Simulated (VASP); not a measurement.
Here is a VASP 6.6.1 calculation.

File INCAR:

```
SYSTEM = WS2
ALGO = Normal
EDIFF = 1E-6
ENCUT = 500
GGA = PE
GGA_COMPAT = .FALSE.
ISIF = 2
ISMEAR = 0
IVDW = 12
LASPH = .TRUE.
LCHARG = .TRUE.
LELF = .TRUE.
LREAL = .FALSE.
LVHAR = .TRUE.
LWAVE = .FALSE.
NBANDS = 35
NELM = 120
PREC = Accurate
SIGMA = 0.02
```

File KPOINTS:

```
k-points
0
G
  12 12 4
  0 0 0
```

POSCAR

```
WS2
1.0
    3.0973351320      0.0000000000      0.0000000000
   -1.5486675660      2.6823709084      0.0000000000
    0.0000000000      0.0000000000     11.4568530966
W S
2 4
Direct
    0.3333333333      0.6666666667      0.2500000000
    0.6666666667      0.3333333333      0.7500000000
    0.3333333333      0.6666666667      0.6120879319
    0.6666666667      0.3333333333      0.1120879319
    0.3333333333      0.6666666667      0.8879120681
    0.6666666667      0.3333333333      0.3879120681
```

Potentials or basis: VASP PAW PBE potentials, release 64 (W_sv, S).

The run is started by

```bash
$ cat potpaw_PBE.64/W_sv/POTCAR potpaw_PBE.64/S/POTCAR > POTCAR
$ mpirun -np 1 vasp_std > vasp.out
```

(1) Estimate the band gap on the k mesh.

(2) What does it give for the pressure?

Answers

(1) 0.53 eV (least direct gap 1.93 eV).

(2) 7.5 GPa.

Caveat: the cell stands under pressure; spin-orbit coupling is left out, which moves the levels of the heavy elements.
